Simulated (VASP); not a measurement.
Write the native input for VASP 6.6.1 that does the following.

* Task: relaxation of shape and atoms at fixed volume
* Functional: PBE
* Dispersion: D3(BJ)
* Potentials or basis: VASP PAW PBE potentials, release 64 (Si)
* Cutoff: 600 eV
* k mesh: 18 × 18 × 10
* Occupations: gaussian, width 0.1 eV
* Spin: no spin polarisation
* Dipole correction: no
* Further INCAR settings: ALGO = Normal; EDIFF = 1e-07; IBRION = 2; EDIFFG = -0.01; NSW = 50; ISIF = 4

The structure of Si lies in POSCAR:

```
Si
1.0
    2.5553878597      0.0000000000      0.0000000000
   -1.2776939299      2.2130308030      0.0000000000
    0.0000000000      0.0000000000      4.3694476354
Si
2
Direct
    0.3333333333      0.6666666667      0.2500000000
    0.6666666667      0.3333333333      0.7500000000
```

This isn't the form of Si at room conditions, which is diamond.

These files were run (other wordings do the same):

INCAR

```
SYSTEM = Si
PREC = Accurate
ENCUT = 600
EDIFF = 1E-7
ISMEAR = 0
SIGMA = 0.1
LREAL = .False.
LASPH = .True.
NELM = 80
ALGO = Normal
ISIF = 4
LWAVE = .False.
LCHARG = .False.
GGA = PE
IVDW = 12
IBRION = 2
NSW = 50
EDIFFG = -0.01
```

KPOINTS

```
Automatic mesh
0
Gamma
  18 18 10
  0 0 0
```

Potentials or basis: VASP PAW PBE potentials, release 64 (Si).

The run is started by

```sh
$ cat potpaw_PBE.64/Si/POTCAR > POTCAR
$ mpirun -np 1 vasp_std > vasp.out
```

It gave:

The pressure after relaxing is 11.2 GPa and the band gap on the k mesh is zero (bands 4 and 5 overlap by 14.27 eV). The dispersion energy per atom is -0.505 eV.

Caveat: the relaxation stopped at its first step, so nothing moved.

Wall time 49 s on 1 thread of Intel Xeon 8259CL, with other jobs on the host, peak memory 0.17 GiB.
